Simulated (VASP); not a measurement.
# Si4W2Cl in VASP: relaxation of the atoms with PBE

Aim: the relaxation of the atoms of Si4W2Cl with PBE.

Everything below comes from runs of VASP 6.6.1. Logs are shortened: lines on timing, memory, paths and dates and some standing lists are left out, and cuts for length are marked.

### Step 1. The cell of the first run

The cell holds a slab with vacuum, 7 atoms: a = 3.229 Å, b = 3.229 Å, c = 21.937 Å, α = 90.00°, β = 90.00°, γ = 90.00°.

### Step 2. Relaxation of the atoms, PBE

Input file INCAR:

```
ALGO = Normal
DIPOL = 0.5 0.5 0.363
EDIFF = 1E-7
EDIFFG = -0.025
ENCUT = 520
GGA = PE
IBRION = 2
IDIPOL = 3
ISIF = 2
ISMEAR = 0
LASPH = True
LCHARG = False
LDIPOL = True
LREAL = False
LWAVE = False
NELM = 100
NSW = 36
PREC = Accurate
SIGMA = 0.1
```

Input file KPOINTS:

```
k-points
0
Gamma
  8 8 1
```

Input file POSCAR:

```
Si4W2Cl
1.0
    3.2290359795      0.0000000000      0.0000000000
    0.0000000000      3.2290359795      0.0000000000
    0.0000000000      0.0000000000     21.9368337387
Si W Cl
4 2 1
Selective dynamics
Direct
    0.0000000000      0.0000000000      0.1823417202  F F F
    0.0000000000      0.0000000000      0.3010024140  F F F
    0.5000000000      0.5000000000      0.3590131320  F F F
    0.5000000000      0.5000000000      0.4757675544  F F F
    0.5000000000      0.5000000000      0.2416720671  F F F
    0.0000000000      0.0000000000      0.4178417948  F F F
    1.0000000000      1.0000000000      0.5609146802  F F T
```

Potentials or basis: VASP PAW PBE potentials, release 64 (Si, W_sv, Cl).

On the command line:

```console
$ cat potpaw_PBE.64/Si/POTCAR potpaw_PBE.64/W_sv/POTCAR potpaw_PBE.64/Cl/POTCAR > POTCAR
$ mpirun -np 1 vasp_std > vasp.out
```

OUTCAR:

```text
EDIFF = 1E-7
   EDIFFG = -0.025
   ENCUT = 520
   GGA = PE
   IBRION = 2
   ISIF = 2
   ISMEAR = 0
   LASPH = True
   LREAL = False
   NELM = 100
   NSW = 36
   PREC = Accurate

 ion  position               nearest neighbor table
   1  0.000  0.000  0.182-   2 2.60   5 2.63   5 2.63   5 2.63   5 2.63
   2  0.000  0.000  0.301-   6 2.56   1 2.60   3 2.61   3 2.61   3 2.61   3 2.61   5 2.63   5 2.63
                             5 2.63   5 2.63
   3  0.500  0.500  0.359-   4 2.56   5 2.57   2 2.61   2 2.61   2 2.61   2 2.61   6 2.62   6 2.62
                             6 2.62   6 2.62
   4  0.500  0.500  0.476-   3 2.56   6 2.61   6 2.61   6 2.61   6 2.61
   5  0.500  0.500  0.242-   3 2.57   1 2.63   1 2.63   1 2.63   1 2.63   2 2.63   2 2.63   2 2.63
                             2 2.63
   6  0.000  0.000  0.418-   2 2.56   4 2.61   4 2.61   4 2.61   4 2.61   3 2.62   3 2.62   3 2.62
                             3 2.62
   7  0.000  0.000  0.561-

  LATTYP: Found a simple tetragonal cell.
 ALAT       =     3.2290359795
 C/A-ratio  =     6.7936170046

  Lattice vectors:

 A1 = (   3.2290359795,   0.0000000000,   0.0000000000)
 A2 = (   0.0000000000,   3.2290359795,   0.0000000000)
 A3 = (   0.0000000000,   0.0000000000,  21.9368337387)

Analysis of symmetry for initial positions (statically):
=====================================================================
 Subroutine PRICEL returns:
 Original cell was already a primitive cell.

 Routine SETGRP: Setting up the symmetry group for a
 simple tetragonal supercell.

 Subroutine GETGRP returns: Found  8 space group operations
 (whereof  8 operations were pure point group operations)
 out of a pool of 16 trial point group operations.

The static configuration has the point symmetry C_4v.

Analysis of symmetry for dynamics (positions and initial velocities):
=====================================================================
 Subroutine PRICEL returns:
 Original cell was already a primitive cell.

 Routine SETGRP: Setting up the symmetry group for a
 simple tetragonal supercell.

 Subroutine GETGRP returns: Found  8 space group operations
 (whereof  8 operations were pure point group operations)
 out of a pool of 16 trial point group operations.

The dynamic configuration has the point symmetry C_4v.

Analysis of constrained symmetry for selective dynamics:
=====================================================================
 Subroutine PRICEL returns:
 Original cell was already a primitive cell.

 Routine SETGRP: Setting up the symmetry group for a
 simple tetragonal supercell.

 Subroutine GETGRP returns: Found  8 space group operations
 (whereof  8 operations were pure point group operations)
 out of a pool of 16 trial point group operations.

The constrained configuration has the point symmetry C_4v.

 Subroutine INISYM returns: Found  8 space group operations
 (whereof  8 operations are pure point group operations),
 and found     1 'primitive' translations

----------------------------------------------------------------------------------------

                                     Primitive cell

  volume of cell :     228.7282

  direct lattice vectors                    reciprocal lattice vectors
     3.229035979  0.000000000  0.000000000     0.309689953  0.000000000  0.000000000
     0.000000000  3.229035979  0.000000000     0.000000000  0.309689953  0.000000000
     0.000000000  0.000000000 21.936833739     0.000000000  0.000000000  0.045585430

  length of vectors
     3.229035979  3.229035979 21.936833739     0.309689953  0.309689953  0.045585430

[... 65 lines left out ...]
   dimension x,y,z NGX =    24 NGY =   24 NGZ =  168
   dimension x,y,z NGXF=    48 NGYF=   48 NGZF=  336
   ions per type =               4   2   1
   NGX,Y,Z   is equivalent  to a cutoff of  12.36, 12.36, 12.73 a.u.
   NGXF,Y,Z  is equivalent  to a cutoff of  24.71, 24.71, 25.46 a.u.
 SYSTEM =  unknown system
   PREC   = accura    normal or accurate (medium, high low for compatibility)
   ISTART =      0    job   : 0-new  1-cont  2-samecut
   ICHARG =      2    charge: 1-file 2-atom 10-const
   ISPIN  =      1    spin polarized calculation?
   LNONCOLLINEAR =      F non collinear calculations
   LSORBIT =      F    spin-orbit coupling
   LASPH  =      T    aspherical Exc in radial PAW
   ENCUT  =  520.0 eV  38.22 Ry    6.18 a.u.   6.00  6.00 40.79*2*pi/ulx,y,z
   NELM   =    100;   NELMIN=  2; NELMDL= -5     # of ELM steps
   EDIFF  = 0.1E-06   stopping-criterion for ELM
   LREAL  =      F    real-space projection
   EDIFFG = -.3E-01   stopping-criterion for IOM
   NSW    =     36    number of steps for IOM
   IBRION =      2    ionic relax: 0-MD 1-quasi-New 2-CG
   NFREE  =      1    steps in history (QN), initial steepest desc. (CG)
   ISIF   =      2    stress and relaxation
   ISYM   =      2    0-nonsym 1-usesym 2-fastsym
   POTIM  = 0.5000    time-step for ionic-motion
   TEBEG  =    0.0;   TEEND  =   0.0 temperature during run
   PSTRESS=    0.0 pullay stress
   NELECT =      51.0000    total number of electrons
   NUPDOWN=      -1.0000    fix difference up-down
   EMIN   =  10.00;   EMAX   =-10.00  energy-range for DOS
   EFERMI =   0.00;   METHOD = LEGACY
   ISMEAR =     0;   SIGMA  =   0.10  broadening in eV -4-tet -1-fermi 0-gaus
   EFERMI_NEDOS =   21; number of points for ismear=-14 and -15
   IALGO  =     38    algorithm
   IMIX   =      4    mixing-type and parameters
     AMIX     =   0.40;   BMIX     =  1.00
     AMIX_MAG =   1.60;   BMIX_MAG =  1.00
  volume/ion in A,a.u.               =      32.68       220.50
  Fermi-wavevector in a.u.,A,eV,Ry     =   0.992716  1.875961 13.408336  0.985485
  Thomas-Fermi vector in A             =   2.124547
   LORBIT       =      0    0 simple, 1 ext, 2 COOP (PROOUT), +10 PAW based schemes
   GGA     = PE    functional components
   LHFCALC =     F    Hartree Fock is set to
   AEXX    =    0.0000 exact exchange contribution
   IVDW    =     0    specifies the selected vdW correction
   LEPSILON=     F    determine dielectric tensor
   LRPA    =     F    only Hartree local field effects (RPA)
 conjugate gradient relaxation of ions
 non-spin polarized calculation
 Gauss-broadening in eV      SIGMA  =   0.10
  energy-cutoff  :      520.00
  volume of cell :      228.73
 maximum number of plane-waves:      6214
   NGX = 13   NGY = 13   NGZ = 81

--------------------------------------- Ionic step        1  -------------------------------------------

 number of electron      51.0000000 magnetization

 Free energy of the ion-electron system (eV)
  ---------------------------------------------------
  ext. energy  EPLUGINS =         0.00000000
  ---------------------------------------------------
  free energy    TOTEN  =       -49.12143562 eV

  energy without entropy =      -49.09995757  energy(sigma->0) =      -49.11069660

------------------------ aborting loop because EDIFF is reached ----------------------------------------

  FORCE on cell =-STRESS in cart. coord.  units (eV):
  Direction    XX          YY          ZZ          XY          YZ          ZX
  --------------------------------------------------------------------------------------
  -------------------------------------------------------------------------------------
  Total       -0.1322638     -0.1322638     -2.9326537      0.0000000      0.0000000     -0.0000000
  in kB       -0.9264709     -0.9264709    -20.5424226      0.0000000      0.0000000     -0.0000000
  external PRESSURE =      -7.4651214 kB  Pullay stress =       0.0000000 kB
[... 112 lines left out ...]
 number of electron      51.0000000 magnetization

------------------------ aborting loop because EDIFF is reached ----------------------------------------

 vacuum level on the upper side and lower side of the slab       (xc-potential included)        -0.178        -0.045

  FORCE on cell =-STRESS in cart. coord.  units (eV):
  Direction    XX          YY          ZZ          XY          YZ          ZX
  --------------------------------------------------------------------------------------
  -------------------------------------------------------------------------------------
  Total        1.8479558      1.8479558      2.4254865      0.0000000      0.0000000      0.0000000
  in kB       12.9444157     12.9444157     16.9898575      0.0000000      0.0000000      0.0000000
  external PRESSURE =      14.2928963 kB  Pullay stress =       0.0000000 kB
[... 22 lines left out ...]
  FREE ENERGIE OF THE ION-ELECTRON SYSTEM (eV)
  ---------------------------------------------------
  free  energy   TOTEN  =       -49.1650784893 eV

  energy  without entropy=      -49.1524458337  energy(sigma->0) =      -49.15876216

 dipolmoment           0.000000      0.000000     -0.054012 electrons x Angstroem

--------------------------------------- Ionic step        5  -------------------------------------------

 number of electron      50.9999997 magnetization

------------------------ aborting loop because EDIFF is reached ----------------------------------------
[... 36 lines left out ...]
--------------------------------------- Ionic step        6  -------------------------------------------

 number of electron      50.9999998 magnetization

 dipolmoment           0.000000      0.000000      0.037222 electrons x Angstroem

 Free energy of the ion-electron system (eV)
  ---------------------------------------------------
  ext. energy  EPLUGINS =         0.00000000
  ---------------------------------------------------
  free energy    TOTEN  =       -49.30642023 eV

  energy without entropy =      -49.29348108  energy(sigma->0) =      -49.29995065

 E-fermi :   1.9118     XC(G=0):  -6.0705

 val. band max:        1.8696000166   @ k =   0.1250   0.1250   0.0000
 cond. band min:       1.9456695859   @ k =   0.3750   0.0000   0.0000
 fundamental gap:      0.0760695693
 Fermi energy:         1.9118153641

 k-point     1 :       0.0000    0.0000    0.0000
  band No.  band energies     occupation
      1     -72.0151      2.00000
      2     -71.7827      2.00000
      3     -36.3251      2.00000
      4     -36.2096      2.00000
      5     -36.2096      2.00000
      6     -36.0479      2.00000
[... 484 lines left out ...]
     29       4.8468      0.00000
     30       5.4058      0.00000

------------------------ aborting loop because EDIFF is reached ----------------------------------------

 vacuum level on the upper side and lower side of the slab       (xc-potential included)         0.307        -0.323

  FORCE on cell =-STRESS in cart. coord.  units (eV):
  Direction    XX          YY          ZZ          XY          YZ          ZX
  --------------------------------------------------------------------------------------
  -------------------------------------------------------------------------------------
  Total        0.7993278      0.7993278     -0.4539345      0.0000000      0.0000000      0.0000000
  in kB        5.5990684      5.5990684     -3.1796847      0.0000000      0.0000000      0.0000000
  external PRESSURE =       2.6728173 kB  Pullay stress =       0.0000000 kB
[... 22 lines left out ...]
  FREE ENERGIE OF THE ION-ELECTRON SYSTEM (eV)
  ---------------------------------------------------
  free  energy   TOTEN  =       -49.3064202306 eV

  energy  without entropy=      -49.2934810774  energy(sigma->0) =      -49.29995065

 reached required accuracy - stopping structural energy minimisation

 vacuum level on the upper side and lower side of the slab         7.086         6.441
```

Run time: 12 min. Hardware: 1 thread of Intel Xeon Platinum 8488C (Sapphire Rapids), shared host; peak memory 0.36 GiB.

Results:

```
Free energy               : -49.3064 eV
Energy gained by relaxing : 26.4 meV/atom
Ionic steps               : 6
Band gap on the k mesh    : zero (an odd number of electrons rules out a gap without spin polarisation)
```

The path:
```tsv
step	energy change (eV)	largest force on free atoms (eV/Å)	pressure (GPa)
1	0.0000	1.0846	-0.75
2	-0.0532	0.9478	-0.59
3	-0.1651	0.4309	-0.08
4	-0.0436	1.3203	1.43
5	-0.1846	0.0636	0.21
6	-0.1850	0.0019	0.27
```

Final structure:
```
Si W Cl
1.0
     3.22904    0.00000    0.00000
     0.00000    3.22904    0.00000
     0.00000    0.00000   21.93683
Si W Cl
4 2 1
Cartesian
  0.0000 0.0000 4.0000
  0.0000 0.0000 6.6030
  1.6145 1.6145 7.8756
  1.6145 1.6145 10.4368
  1.6145 1.6145 5.3015
  0.0000 0.0000 9.1661
  0.0000 0.0000 12.0054
```

Caveat: spin-orbit coupling is left out, which moves the levels of the heavy elements; an odd number of electrons without spin polarisation forces a metal; a magnetic or distorted state may lie lower.

The gap in the log of VASP goes by the Fermi energy; the results here count the filled bands.